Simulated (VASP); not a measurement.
# Li2O (Fm-3m) in VASP: G0W0 quasiparticle levels with PBE

Aim: the G0W0 quasiparticle levels of Li2O with PBE.

Program: VASP 6.6.1. These are calculated values, not measurements. Logs are shortened: lines on timing, memory, paths and dates and some standing lists are left out, and cuts for length are marked.

## (1) The cell of the first run

The structure is cubic, space group Fm-3m (No. 225). Conventional cell: a = 4.573 Å, b = 4.573 Å, c = 4.573 Å, α = 90.00°, β = 90.00°, γ = 90.00°. Within 2.6 Å of Li (site symmetry -43m) lie 4 O at 1.98 Å and 6 Li at 2.29 Å. Within 2.6 Å of O (site symmetry m-3m) lie 8 Li at 1.98 Å.

## (2) G0W0 quasiparticle levels, PBE

POSCAR reads:

```
Li2O
1.0
    0.0000000000      2.2863690217      2.2863690217
    2.2863690217      0.0000000000      2.2863690217
    2.2863690217      2.2863690217      0.0000000000
Li O
2 1
Direct
    0.2500000000      0.2500000000      0.2500000000
    0.7500000000      0.7500000000      0.7500000000
    0.0000000000      0.0000000000      0.0000000000
```

INCAR.step1 reads:

```
SYSTEM = Li2O
PREC     = Accurate       ! precision mode
ENCUT    = 500            ! plane-wave cutoff, eV
EDIFF    = 1E-8           ! SCF threshold, eV
ISMEAR   = 0              ! smearing method
SIGMA    = 0.01           ! smearing width, eV
LREAL    = .FALSE.        ! projectors in reciprocal space
LASPH    = .TRUE.         ! aspherical terms in the spheres
NELM     = 100            ! most SCF steps
ALGO     = Normal         ! electronic algorithm
LWAVE    = .TRUE.         ! write WAVECAR
LCHARG   = .FALSE.        ! write CHGCAR
GGA      = PE             ! functional
```

INCAR.step2 reads:

```
SYSTEM = Li2O
PREC     = Accurate       ! precision mode
ENCUT    = 500            ! plane-wave cutoff, eV
EDIFF    = 1E-8           ! SCF threshold, eV
ISMEAR   = 0              ! smearing method
SIGMA    = 0.01           ! smearing width, eV
LREAL    = .FALSE.        ! projectors in reciprocal space
LASPH    = .TRUE.         ! aspherical terms in the spheres
NELM     = 1              ! most SCF steps
ALGO     = Exact          ! electronic algorithm
LWAVE    = .TRUE.         ! write WAVECAR
LCHARG   = .FALSE.        ! write CHGCAR
GGA      = PE             ! functional
NBANDS   = 34             ! bands
LOPTICS  = .TRUE.         ! frequency-dependent dielectric function
ISTART   = 1
```

INCAR.step3 reads:

```
SYSTEM = Li2O
PREC     = Accurate       ! precision mode
ENCUT    = 500            ! plane-wave cutoff, eV
EDIFF    = 1E-8           ! SCF threshold, eV
ISMEAR   = 0              ! smearing method
SIGMA    = 0.01           ! smearing width, eV
LREAL    = .FALSE.        ! projectors in reciprocal space
LASPH    = .TRUE.         ! aspherical terms in the spheres
ALGO     = EVGW0          ! electronic algorithm
LWAVE    = .FALSE.        ! write WAVECAR
LCHARG   = .FALSE.        ! write CHGCAR
GGA      = PE             ! functional
NELMGW   = 1            
NBANDS   = 34             ! bands
ENCUTGW  = 100.0          ! cutoff of the response function
NOMEGA   = 48             ! frequency points
PRECFOCK = Fast         
ISTART   = 1            
NBANDSGW = 12
```

KPOINTS reads:

```
regular mesh
0
G
  4 4 4
  0 0 0
```

Potentials or basis: VASP PAW PBE potentials, release 64 (Li_GW, O_GW).

Run with:

```console
cat potpaw_PBE.64/Li_GW/POTCAR potpaw_PBE.64/O_GW/POTCAR > POTCAR
cp INCAR.step1 INCAR
mpirun -np 1 vasp_std > vasp.out
cp INCAR.step2 INCAR
mpirun -np 1 vasp_std > vasp.out
cp INCAR.step3 INCAR
mpirun -np 1 vasp_std > vasp.out
```

OUTCAR:

```text
SYSTEM = Li2O
   PREC = Accurate
   ENCUT = 500
   EDIFF = 1E-8
   ISMEAR = 0
   LREAL = .FALSE.
   LASPH = .TRUE.
   GGA = PE
   NELMGW = 1
   ENCUTGW = 100.0
   PRECFOCK = Fast
   ISTART = 1

 ion  position               nearest neighbor table
   1  0.250  0.250  0.250-   3 1.98   3 1.98   3 1.98   3 1.98   2 2.29   2 2.29   2 2.29   2 2.29
                             2 2.29   2 2.29
   2  0.750  0.750  0.750-   3 1.98   3 1.98   3 1.98   3 1.98   1 2.29   1 2.29   1 2.29   1 2.29
                             1 2.29   1 2.29
   3  0.000  0.000  0.000-   2 1.98   2 1.98   2 1.98   1 1.98   1 1.98   1 1.98   2 1.98   1 1.98

  LATTYP: Found a face centered cubic cell.
 ALAT       =     4.5727380434

  Lattice vectors:

 A1 = (   0.0000000000,   2.2863690217,   2.2863690217)
 A2 = (   2.2863690217,   0.0000000000,   2.2863690217)
 A3 = (   2.2863690217,   2.2863690217,   0.0000000000)

Analysis of symmetry for initial positions (statically):
=====================================================================
 Subroutine PRICEL returns:
 Original cell was already a primitive cell.

 Routine SETGRP: Setting up the symmetry group for a
 face centered cubic supercell.

 Subroutine GETGRP returns: Found 48 space group operations
 (whereof 48 operations were pure point group operations)
 out of a pool of 48 trial point group operations.

The static configuration has the point symmetry O_h .

Analysis of symmetry for dynamics (positions and initial velocities):
=====================================================================
 Subroutine PRICEL returns:
 Original cell was already a primitive cell.

 Routine SETGRP: Setting up the symmetry group for a
 face centered cubic supercell.

 Subroutine GETGRP returns: Found 48 space group operations
 (whereof 48 operations were pure point group operations)
 out of a pool of 48 trial point group operations.

The dynamic configuration has the point symmetry O_h .

 Subroutine INISYM returns: Found 48 space group operations
 (whereof 48 operations are pure point group operations),
 and found     1 'primitive' translations
[... 78 lines left out ...]
   ENCUT  =  500.0 eV  36.75 Ry    6.06 a.u.   5.90  5.90  5.90*2*pi/ulx,y,z
   NELM   =     60;   NELMIN=  2; NELMDL=  0     # of ELM steps
   EDIFF  = 0.1E-07   stopping-criterion for ELM
   LREAL  =      F    real-space projection
   EDIFFG = 0.1E-06   stopping-criterion for IOM
   NSW    =      0    number of steps for IOM
   IBRION =     -1    ionic relax: 0-MD 1-quasi-New 2-CG
   NFREE  =      0    steps in history (QN), initial steepest desc. (CG)
   ISIF   =      0    stress and relaxation
   ISYM   =      3    0-nonsym 1-usesym 2-fastsym
   POTIM  = 0.5000    time-step for ionic-motion
   TEBEG  =    0.0;   TEEND  =   0.0 temperature during run
   PSTRESS=    0.0 pullay stress
   NELECT =       8.0000    total number of electrons
   NUPDOWN=      -1.0000    fix difference up-down
   EMIN   =  10.00;   EMAX   =-10.00  energy-range for DOS
   EFERMI =   0.00;   METHOD = LEGACY
   ISMEAR =     0;   SIGMA  =   0.01  broadening in eV -4-tet -1-fermi 0-gaus
   EFERMI_NEDOS =   21; number of points for ismear=-14 and -15
   IALGO  =     38    algorithm
   IMIX   =      4    mixing-type and parameters
     AMIX     =   0.40;   BMIX     =  1.00
     AMIX_MAG =   1.60;   BMIX_MAG =  1.00
  volume/ion in A,a.u.               =       7.97        53.77
  Fermi-wavevector in a.u.,A,eV,Ry     =   1.136620  2.147900 17.577425  1.291904
  Thomas-Fermi vector in A             =   2.273325
   LORBIT       =      0    0 simple, 1 ext, 2 COOP (PROOUT), +10 PAW based schemes
   GGA     = PE    functional components
   LHFCALC =     T    Hartree Fock is set to
   PRECFOCK=fast      Normal, Fast or Accurate (Low or Medium for compatibility)
   ENCUT4O =  -1.0   cutoff for four orbital integrals eV
   NKREDX  =     1    reduce k-point grid by
   NKREDY  =     1    reduce k-point grid by
   NKREDZ  =     1    reduce k-point grid by
   AEXX    =    1.0000 exact exchange contribution
   HFSCREEN=    0.0000 screening length (either q_TF or 0.3 A-1)
   HFSCREENC=   0.0000 screening length for correlation (either q_TF or 0.3 A-1)
   ENCUTFOCK=  -1.0 apply spherical cutoff to Coloumb kernel
   IVDW    =     0    specifies the selected vdW correction
   LEPSILON=     F    determine dielectric tensor
   LRPA    =     F    only Hartree local field effects (RPA)
   LRPAFORCE           =     F    calculate RPA forces
   ENCUTGW             = 100.0    cutoff for response function in eV
   ENCUTGWSOFT         =  80.0    soft cutoff for Coulomb kernel in GW response function in eV
   ENCUTLF             =  -1.0    cutoff for local field effects
   NELMGW              =     1    number of iterations in solving QP/BSE equation
   NELMHF              =     1    number of iterations in the inner HF iteration
   NKREDLFX            =     1    NKREDLFY  =   1   NKREDLFZ  =   1
 non-spin polarized calculation
 Gauss-broadening in eV      SIGMA  =   0.01
  energy-cutoff  :      500.00
  volume of cell :       23.90
 maximum number of plane-waves:       620
  NGX = 14; NGY = 14; NGZ = 14
   NGX = 11   NGY = 11   NGZ = 11
 maximum number of plane-waves:        59
 NGX is ok and might be reduce to    14

 QP shifts <psi_nk| G(iteration)W_0 |psi_nk>: iteration 1
 for sc-GW calculations column KS-energies equals QP-energies in previous step
 and V_xc(KS)=  KS-energies - (<T + V_ion + V_H > + <T+V_H+V_ion>^1  + <V_x>^1)

 k-point   1 :       0.0000    0.0000    0.0000
  band No.  KS-energies  QP-energies   sigma(KS)   V_xc(KS)     V^pw_x(r,r')   Z            occupation Imag(sigma)

      1     -17.7512     -19.9430     -22.0704     -18.9983     -30.5865       0.7134       2.0000       1.2439
      2      -2.2009      -3.3600     -20.5472     -19.0480     -24.6979       0.7732       2.0000       0.1585
      3      -2.2009      -3.3600     -20.5472     -19.0480     -24.6979       0.7732       2.0000       0.1585
      4      -2.2009      -3.3600     -20.5472     -19.0480     -24.6979       0.7732       2.0000       0.1585
      5       3.3040       4.3690      -8.1048      -9.3941      -4.8011       0.8261       0.0000      -0.1084
      6       9.9299      11.5893      -6.2125      -8.2069      -2.5442       0.8320       0.0000      -0.1215
      7       9.9299      11.5893      -6.2125      -8.2069      -2.5442       0.8320       0.0000      -0.1215
      8       9.9299      11.5893      -6.2125      -8.2069      -2.5442       0.8320       0.0000      -0.1215
      9      17.1744      18.1948      -5.9973      -7.3003      -1.2409       0.7831       0.0000      -0.6477
     10      17.1744      18.1948      -5.9973      -7.3003      -1.2409       0.7831       0.0000      -0.6477
     11      17.1744      18.1948      -5.9973      -7.3003      -1.2409       0.7831       0.0000      -0.6477
     12      19.4814      21.0370      -7.0708      -8.9059      -2.8556       0.8477       0.0000      -0.6376
[... 100 lines left out ...]
      1     -17.4225     -19.5852     -22.5161     -19.5751     -31.0383       0.7353       2.0000       1.1998
      2      -4.0923      -5.5349     -17.5147     -15.6223     -21.4247       0.7623       2.0000       0.1869
      3      -3.7291      -5.1928     -18.7048     -16.7736     -22.8749       0.7580       2.0000       0.1863
      4      -3.7291      -5.1928     -18.7048     -16.7736     -22.8749       0.7580       2.0000       0.1863
      5       5.0875       6.3723      -9.2514     -10.8367      -6.2189       0.8105       0.0000      -0.1126
      6       8.4725      10.0175      -7.2519      -9.1496      -3.3568       0.8142       0.0000      -0.1532
      7      12.2694      14.1517      -9.8765     -12.2833      -5.5782       0.7821       0.0000      -0.3112
      8      12.2694      14.1517      -9.8765     -12.2833      -5.5782       0.7821       0.0000      -0.3112
      9      16.3079      17.8772      -6.4792      -8.4309      -2.2460       0.8041       0.0000      -0.2951
     10      16.3079      17.8772      -6.4792      -8.4309      -2.2460       0.8041       0.0000      -0.2951
     11      21.4216      23.4948      -7.6306     -10.1228      -2.8800       0.8318       0.0000      -0.8571
     12      22.6394      25.0628      -6.4245      -9.3442      -2.2366       0.8300       0.0000      -0.4384
```

OUTCAR.step1:

```text
SYSTEM = Li2O
   PREC = Accurate
   ENCUT = 500
   EDIFF = 1E-8
   ISMEAR = 0
   LREAL = .FALSE.
   LASPH = .TRUE.
   NELM = 100
[... 293 lines left out ...]
      1.14318      1.14318      1.14318        -0.000000     -0.000000     -0.000000
      3.42955      3.42955      3.42955         0.000000      0.000000     -0.000000
      0.00000      0.00000      0.00000         0.000000      0.000000      0.000000
 -----------------------------------------------------------------------------------
    total drift:                                0.000000     -0.000000     -0.000000

  FREE ENERGIE OF THE ION-ELECTRON SYSTEM (eV)
  ---------------------------------------------------
  free  energy   TOTEN  =       -14.3000139222 eV

  energy  without entropy=      -14.3000139222  energy(sigma->0) =      -14.30001392
```

Run time: 15 s. Hardware: 1 thread of Intel Xeon 6975P-C (Granite Rapids), shared host; peak memory 0.19 GiB.

Results:

```
Quasiparticle gap                                   : 7.18 eV
Least direct quasiparticle gap                      : 7.73 eV
Band gap of the starting levels on the mesh         : 5.04 eV
Least direct gap of the starting levels on the mesh : 5.50 eV
```

Caveat: the k points lie up to 0.59 Å⁻¹ apart; bands, screening cutoff and mesh are small and nothing is extrapolated, so the quasiparticle values aren't converged.
